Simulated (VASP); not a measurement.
# Ga2SnSe (I-42d) in VASP: single point with PBE

Aim: the single point of Ga2SnSe with PBE.

Program: VASP 6.6.1. These are calculated values, not measurements. Logs are shortened: lines on timing, memory, paths and dates and some standing lists are left out, and cuts for length are marked.

### Step 1. The cell of the first run

Symmetry: I-42d, No. 122, tetragonal system. Conventional cell: a = 6.068 Å, b = 6.068 Å, c = 12.254 Å, α = 90.00°, β = 90.00°, γ = 90.00°. Ga (site symmetry 2) has 2 Se at 2.62 Å and 2 Sn at 2.65 Å within 3.5 Å. Within 3.5 Å of Sn (site symmetry -4) lie 4 Ga at 2.65 Å. Se (site symmetry -4) has 4 Ga at 2.62 Å within 3.5 Å.

### Step 2. Single point, PBE

INCAR

```
SYSTEM = Ga2SnSe
PREC = Accurate
ENCUT = 520
EDIFF = 1E-6
ISMEAR = 0
SIGMA = 0.01
LREAL = .FALSE.
LASPH = .TRUE.
NELM = 60
ALGO = Normal
ISIF = 2
LWAVE = .FALSE.
LCHARG = .FALSE.
GGA = PE
NBANDS = 56
```

KPOINTS

```
Automatic mesh
0
G
  8 8 8
  0 0 0
```

POSCAR

```
Ga2SnSe
1.0
   -3.0341637956      3.0341637956      6.1268731513
    3.0341637956     -3.0341637956      6.1268731513
    3.0341637956      3.0341637956     -6.1268731513
Ga Sn Se
4 2 2
Direct
    0.1300235245      0.1250000000      0.5050235245
    0.6199764755      0.6250000000      0.4949764755
    0.8750000000      0.3800235245      0.0050235245
    0.3750000000      0.8699764755      0.9949764755
    0.0000000000      0.0000000000      0.0000000000
    0.7500000000      0.2500000000      0.5000000000
    0.5000000000      0.5000000000      0.0000000000
    0.2500000000      0.7500000000      0.5000000000
```

Potentials or basis: VASP PAW PBE potentials, release 64 (Ga_d, Sn_d, Se).

The run is started by

```bash
cat potpaw_PBE.64/Ga_d/POTCAR potpaw_PBE.64/Sn_d/POTCAR potpaw_PBE.64/Se/POTCAR > POTCAR
mpirun -np 1 vasp_std > vasp.out
```

OUTCAR:

```text
SYSTEM = Ga2SnSe
   PREC = Accurate
   ENCUT = 520
   EDIFF = 1E-6
   ISMEAR = 0
   LREAL = .FALSE.
   LASPH = .TRUE.
   NELM = 60
   ISIF = 2
   GGA = PE

 ion  position               nearest neighbor table
   1  0.130  0.125  0.505-   7 2.62   8 2.62   6 2.65   5 2.65
   2  0.620  0.625  0.495-   7 2.62   8 2.62   5 2.65   6 2.65
   3  0.875  0.380  0.005-   8 2.62   7 2.62   5 2.65   6 2.65
   4  0.375  0.870  0.995-   7 2.62   8 2.62   6 2.65   5 2.65
   5  0.000  0.000  0.000-   1 2.65   3 2.65   4 2.65   2 2.65
   6  0.750  0.250  0.500-   3 2.65   1 2.65   2 2.65   4 2.65
   7  0.500  0.500  0.000-   1 2.62   2 2.62   3 2.62   4 2.62
   8  0.250  0.750  0.500-   3 2.62   2 2.62   1 2.62   4 2.62

  LATTYP: Found a body centered tetragonal cell.
 ALAT       =     6.0683275912
 C/A-ratio  =     2.0192954514

  Lattice vectors:

 A1 = (  -3.0341637956,   3.0341637956,   6.1268731513)
 A2 = (   3.0341637956,  -3.0341637956,   6.1268731513)
 A3 = (   3.0341637956,   3.0341637956,  -6.1268731513)

Analysis of symmetry for initial positions (statically):
=====================================================================
 Subroutine PRICEL returns:
 Original cell was already a primitive cell.

 Routine SETGRP: Setting up the symmetry group for a
 body centered tetragonal supercell.

 Subroutine GETGRP returns: Found  8 space group operations
 (whereof  4 operations were pure point group operations)
 out of a pool of 16 trial point group operations.

The static configuration has the point symmetry S_4 .
 The point group associated with its full space group is D_2d.

Analysis of symmetry for dynamics (positions and initial velocities):
=====================================================================
 Subroutine PRICEL returns:
 Original cell was already a primitive cell.

 Routine SETGRP: Setting up the symmetry group for a
 body centered tetragonal supercell.

 Subroutine GETGRP returns: Found  8 space group operations
 (whereof  4 operations were pure point group operations)
 out of a pool of 16 trial point group operations.

The dynamic configuration has the point symmetry S_4 .
 The point group associated with its full space group is D_2d.

 Subroutine INISYM returns: Found  8 space group operations
 (whereof  4 operations are pure point group operations),
 and found     1 'primitive' translations

----------------------------------------------------------------------------------------

                                     Primitive cell

  volume of cell :     225.6197

  direct lattice vectors                    reciprocal lattice vectors
    -3.034163796  3.034163796  6.126873151     0.000000000  0.164790049  0.081607696
     3.034163796 -3.034163796  6.126873151     0.164790049  0.000000000  0.081607696
     3.034163796  3.034163796 -6.126873151     0.164790049  0.164790049  0.000000000

  length of vectors
     7.480031717  7.480031717  7.480031717     0.183890120  0.183890120  0.233048322

  position of ions in fractional coordinates (direct lattice)
     0.130023524  0.125000000  0.505023524
     0.619976476  0.625000000  0.494976476
     0.875000000  0.380023524  0.005023524
     0.375000000  0.869976476  0.994976476
     0.000000000  0.000000000  0.000000000
     0.750000000  0.250000000  0.500000000
     0.500000000  0.500000000  0.000000000
     0.250000000  0.750000000  0.500000000

  ion indices of the primitive-cell ions
   primitive index   ion index
                 1           1
                 2           2
                 3           3
                 4           4
                 5           5
                 6           6
                 7           7
                 8           8

----------------------------------------------------------------------------------------

 KPOINTS: Automatic mesh

Automatic generation of k-mesh.
 Grid dimensions read from file:
 generate k-points for:    8    8    8

 Generating k-lattice:

  Cartesian coordinates                     Fractional coordinates (reciprocal lattice)
     0.000000000  0.020598756  0.010200962     0.125000000  0.000000000  0.000000000
     0.020598756  0.000000000  0.010200962     0.000000000  0.125000000  0.000000000
     0.020598756  0.020598756  0.000000000     0.000000000  0.000000000  0.125000000

  Length of vectors
     0.022986265  0.022986265  0.029131040

  Shift w.r.t. Gamma in fractional coordinates (k-lattice)
     0.000000000  0.000000000  0.000000000

 Subroutine IBZKPT returns following result:
 ===========================================

 Found     59 irreducible k-points:

 Following reciprocal coordinates:
            Coordinates               Weight
  0.000000  0.000000  0.000000      1.000000
  0.125000  0.000000  0.000000      8.000000
  0.250000  0.000000  0.000000      8.000000
  0.375000  0.000000 -0.000000      8.000000
  0.500000  0.000000  0.000000      4.000000
  0.125000  0.125000  0.000000      8.000000
[... 16 lines left out ...]
  0.250000  0.125000  0.125000     16.000000
  0.375000  0.125000  0.125000      8.000000
 [... further k-points ...]
   k-points           NKPTS =     59   k-points in BZ     NKDIM =     59   number of bands    NBANDS=     56
   number of dos      NEDOS =    301   number of ions     NIONS =      8
   total plane-waves  NPLWV = 175616
   dimension x,y,z NGX =    56 NGY =   56 NGZ =   56
   dimension x,y,z NGXF=   112 NGYF=  112 NGZF=  112
   ions per type =               4   2   2
   NGX,Y,Z   is equivalent  to a cutoff of  12.45, 12.45, 12.45 a.u.
   NGXF,Y,Z  is equivalent  to a cutoff of  24.89, 24.89, 24.89 a.u.
 SYSTEM =  Ga2SnSe
   PREC   = accura    normal or accurate (medium, high low for compatibility)
   ISTART =      0    job   : 0-new  1-cont  2-samecut
   ICHARG =      2    charge: 1-file 2-atom 10-const
   ISPIN  =      1    spin polarized calculation?
   LNONCOLLINEAR =      F non collinear calculations
   LSORBIT =      F    spin-orbit coupling
   LASPH  =      T    aspherical Exc in radial PAW
   ENCUT  =  520.0 eV  38.22 Ry    6.18 a.u.  13.91 13.91 13.91*2*pi/ulx,y,z
   NELM   =     60;   NELMIN=  2; NELMDL= -5     # of ELM steps
   EDIFF  = 0.1E-05   stopping-criterion for ELM
   LREAL  =      F    real-space projection
   EDIFFG = 0.1E-04   stopping-criterion for IOM
   NSW    =      0    number of steps for IOM
   IBRION =     -1    ionic relax: 0-MD 1-quasi-New 2-CG
   NFREE  =      0    steps in history (QN), initial steepest desc. (CG)
   ISIF   =      2    stress and relaxation
   ISYM   =      2    0-nonsym 1-usesym 2-fastsym
   POTIM  = 0.5000    time-step for ionic-motion
   TEBEG  =    0.0;   TEEND  =   0.0 temperature during run
   PSTRESS=    0.0 pullay stress
   NELECT =      92.0000    total number of electrons
   NUPDOWN=      -1.0000    fix difference up-down
   EMIN   =  10.00;   EMAX   =-10.00  energy-range for DOS
   EFERMI =   0.00;   METHOD = LEGACY
   ISMEAR =     0;   SIGMA  =   0.01  broadening in eV -4-tet -1-fermi 0-gaus
   EFERMI_NEDOS =   21; number of points for ismear=-14 and -15
   IALGO  =     38    algorithm
   IMIX   =      4    mixing-type and parameters
     AMIX     =   0.40;   BMIX     =  1.00
     AMIX_MAG =   1.60;   BMIX_MAG =  1.00
  volume/ion in A,a.u.               =      28.20       190.32
  Fermi-wavevector in a.u.,A,eV,Ry     =   1.213981  2.294091 20.051576  1.473749
  Thomas-Fermi vector in A             =   2.349415
   LORBIT       =      0    0 simple, 1 ext, 2 COOP (PROOUT), +10 PAW based schemes
   GGA     = PE    functional components
   LHFCALC =     F    Hartree Fock is set to
   AEXX    =    0.0000 exact exchange contribution
   IVDW    =     0    specifies the selected vdW correction
   LEPSILON=     F    determine dielectric tensor
   LRPA    =     F    only Hartree local field effects (RPA)
 non-spin polarized calculation
 Gauss-broadening in eV      SIGMA  =   0.01
  energy-cutoff  :      520.00
  volume of cell :      225.62
 maximum number of plane-waves:      6108
   NGX = 27   NGY = 27   NGZ = 27

 number of electron      91.9999998 magnetization

 Free energy of the ion-electron system (eV)
  ---------------------------------------------------
  ext. energy  EPLUGINS =         0.00000000
  ---------------------------------------------------
  free energy    TOTEN  =       -28.12164747 eV

  energy without entropy =      -28.12164746  energy(sigma->0) =      -28.12164747

 E-fermi :   3.5815     XC(G=0):  -8.9603

 val. band max:        3.5489065902   @ k =   0.1250   0.0000   0.0000
 cond. band min:       3.6109220659   @ k =   0.0000   0.0000   0.0000
 fundamental gap:      0.0620154757
 Fermi energy:         3.5815139757

 k-point     1 :       0.0000    0.0000    0.0000
  band No.  band energies     occupation
      1     -17.2074      2.00000
      2     -17.2074      2.00000
      3     -17.2011      2.00000
      4     -17.1985      2.00000
      5     -17.1985      2.00000
      6     -17.1959      2.00000
[... 48 lines left out ...]
     55       7.7609      0.00000
     56       8.1320      0.00000

 k-point     2 :       0.1250    0.0000    0.0000
  band No.  band energies     occupation
      1     -17.2077      2.00000
      2     -17.2071      2.00000
      3     -17.2010      2.00000
      4     -17.1988      2.00000
      5     -17.1984      2.00000
      6     -17.1960      2.00000
[... 48 lines left out ...]
     55       7.7428      0.00000
     56       8.1558      0.00000

 k-point     3 :       0.2500    0.0000    0.0000
  band No.  band energies     occupation
      1     -17.2082      2.00000
      2     -17.2064      2.00000
      3     -17.2009      2.00000
      4     -17.1996      2.00000
      5     -17.1980      2.00000
      6     -17.1961      2.00000
[... 1172 lines left out ...]
 k-point    23 :       0.2500    0.1250    0.1250
  band No.  band energies     occupation
      1     -17.2072      2.00000
      2     -17.2054      2.00000
      3     -17.2019      2.00000
      4     -17.2002      2.00000
      5     -17.1982      2.00000
      6     -17.1969      2.00000
[... 48 lines left out ...]
     55       8.1854      0.00000
     56       8.4429      0.00000

 k-point    24 :       0.3750    0.1250    0.1250
  band No.  band energies     occupation
      1     -17.2074      2.00000
      2     -17.2043      2.00000
      3     -17.2029      2.00000
      4     -17.2003      2.00000
      5     -17.1978      2.00000
      6     -17.1973      2.00000
[... 48 lines left out ...]
     55       8.1482      0.00000
     56       8.2989      0.00000

 [... further k-points ...]

------------------------ aborting loop because EDIFF is reached ----------------------------------------

  FORCE on cell =-STRESS in cart. coord.  units (eV):
  Direction    XX          YY          ZZ          XY          YZ          ZX
  --------------------------------------------------------------------------------------
  -------------------------------------------------------------------------------------
  Total        0.0685142      0.0685142      0.0942444      0.0000000      0.0000000      0.0000000
  in kB        0.4865349      0.4865349      0.6692512      0.0000000      0.0000000      0.0000000
  external PRESSURE =       0.5474403 kB  Pullay stress =       0.0000000 kB

 VOLUME and BASIS-vectors are now :
 -----------------------------------------------------------------------------
  energy-cutoff  :      520.00
  volume of cell :      225.62
      direct lattice vectors                 reciprocal lattice vectors
    -3.034163796  3.034163796  6.126873151     0.000000000  0.164790049  0.081607696
     3.034163796 -3.034163796  6.126873151     0.164790049  0.000000000  0.081607696
     3.034163796  3.034163796 -6.126873151     0.164790049  0.164790049  0.000000000

 POSITION                                       TOTAL-FORCE (eV/Angst)
 -----------------------------------------------------------------------------------
      1.51708      1.54757     -1.53172         0.000000     -0.008854      0.000000
      1.51708      1.48660      4.59515         0.000000      0.008854      0.000000
     -1.48660      1.51708      7.65859        -0.008854      0.000000      0.000000
      4.52076      1.51708      1.53172         0.008854      0.000000      0.000000
      0.00000      0.00000      0.00000         0.000000      0.000000      0.000000
     -0.00000      3.03416      3.06344        -0.000000     -0.000000      0.000000
      0.00000      0.00000      6.12687         0.000000     -0.000000     -0.000000
      3.03416     -0.00000      3.06344         0.000000      0.000000      0.000000
 -----------------------------------------------------------------------------------
    total drift:                                0.000007      0.000007     -0.000003

  FREE ENERGIE OF THE ION-ELECTRON SYSTEM (eV)
  ---------------------------------------------------
  free  energy   TOTEN  =       -28.1216474678 eV

  energy  without entropy=      -28.1216474638  energy(sigma->0) =      -28.12164747
```

Run time: 30 min. Hardware: 1 thread of Oxide Virtual Turin-like, shared host; peak memory 0.81 GiB.

Results:

* Free energy: -28.1216 eV
* Pressure: 0.1 GPa
* Largest force: 0.009 eV/Å
* Band gap on the k mesh: 0.06 eV (least direct gap 0.21 eV)

Forces on the atoms (eV/Å):
```
Ga   0.000 -0.009  0.000
Ga   0.000  0.009  0.000
Ga  -0.009  0.000  0.000
Ga   0.009  0.000  0.000
Sn   0.000  0.000  0.000
Sn   0.000  0.000  0.000
Se   0.000  0.000  0.000
Se   0.000  0.000  0.000
```

Caveat: spin-orbit coupling is left out, which moves the levels of the heavy elements. A k mesh can miss the band edges.
